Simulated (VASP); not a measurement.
Input of a VASP 6.6.1 run:

The input INCAR:

```
PREC = Accurate
ENCUT = 520
EDIFF = 1E-7
ISMEAR = -1
SIGMA = 0.05
LREAL = False
LASPH = True
NELM = 150
ALGO = Normal
ISIF = 2
LWAVE = False
LCHARG = False
ISPIN = 2
MAGMOM = 1.537 -1.537
LORBIT = 11
LMAXMIX = 4
GGA = PE
NBANDS = 19
```

File KPOINTS:

```
regular mesh
0
Gamma
  15 15 10
```

The input POSCAR:

```
Fe
1.0
    2.3203931785      0.0000000000      0.0000000000
    0.0000000000      2.3203931785      0.0000000000
    0.0000000000      0.0000000000      3.5275952330
Fe
2
Direct
    1.0000000000      1.0000000000      0.0000000000
    0.5000000000      0.5000000000      0.5000000000
```

Potentials or basis: VASP PAW PBE potentials, release 64 (Fe).

The run is started by

```sh
$ cat potpaw_PBE.64/Fe/POTCAR > POTCAR
$ mpirun -np 1 vasp_std > vasp.out
```

(1) Estimate the site moments.

(2) Predict the pressure.

(3) Estimate the band gap on the k mesh.

(4) Estimate the net moment.

## Answers

(1) Fe +1.13, -1.13 μB.

(2) 34.4 GPa.

(3) zero (filled and empty bands overlap).

(4) 0.00 μB per cell.

Caveat: the cell stands under pressure.
